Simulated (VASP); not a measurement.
A run of VASP 6.6.1 is set up as follows.

File POSCAR:

```
ZnS
1.0
    3.8797648918      0.3081871645     -0.0315468029
   -1.6729845323      3.2691272159      0.0401080122
   -0.1032565722      0.0919721046     12.4230984242
Zn S
4 4
Direct
    0.0223927309     -0.0064642498     -0.0014976505
   -0.0045796000      0.0052786650      0.5006898773
    0.3330989201      0.6673382717      0.2468886263
    0.6669383564      0.3303192277      0.7502128555
   -0.0011233097      0.0040305263      0.1868164205
    0.0037983370      0.0038679308      0.6860479755
    0.3261712910      0.6692033989      0.4411256287
    0.6533032743      0.3264262294      0.9397162667
```

Contents of INCAR.step1:

```
SYSTEM = ZnS
  ALGO = Normal
  EDIFF = 1E-4
  ENCUT = 520
  GGA = PE
  ISMEAR = 0
  LASPH = .True.
  LCHARG = .False.
  LREAL = .False.
  LWAVE = .True.
  NBANDS = 46
  NELM = 80
  PREC = Accurate
  SIGMA = 0.05
```

File INCAR.step2:

```
SYSTEM = ZnS
  ALGO = Normal
  EDIFF = 1E-6
  ENCUT = 520
  ISIF = 2
  ISMEAR = 0
  ISTART = 1
  LASPH = .True.
  LCHARG = .False.
  LMIXTAU = .True.
  LREAL = .False.
  LWAVE = .False.
  METAGGA = R2SCAN
  NBANDS = 46
  NELM = 80
  PREC = Accurate
  SIGMA = 0.05
```

KPOINTS

```
k-points
0
Gamma
  6 6 2
  0 0 0
```

Potentials or basis: VASP PAW PBE potentials, release 64 (Zn, S).

Run with:

```bash
$ cat potpaw_PBE.64/Zn/POTCAR potpaw_PBE.64/S/POTCAR > POTCAR
$ cp INCAR.step1 INCAR
$ mpirun -np 1 vasp_std > vasp.out
$ cp INCAR.step2 INCAR
$ mpirun -np 1 vasp_std > vasp.out
```

Q: Estimate the largest force.

A: 1.007 eV/Å.

Q: Estimate the pressure.

A: -2.3 GPa.

Q: Predict the band gap on the k mesh.

A: 2.08 eV.

Forces on the atoms (eV/Å):
```
Zn  -0.083 -0.131  0.020
Zn  -0.517  0.186 -0.107
Zn   0.593 -0.253  0.497
Zn  -0.471  0.246  0.027
S   -0.615  0.243 -0.113
S    0.428 -0.285  0.364
S    0.835 -0.219 -0.518
S   -0.172  0.213 -0.170
```

Caveat: the cell differs from its parent crystal (atoms moved at random and the cell strained at random); the PAW data sets were made with another functional, which shifts forces and pressure a little.
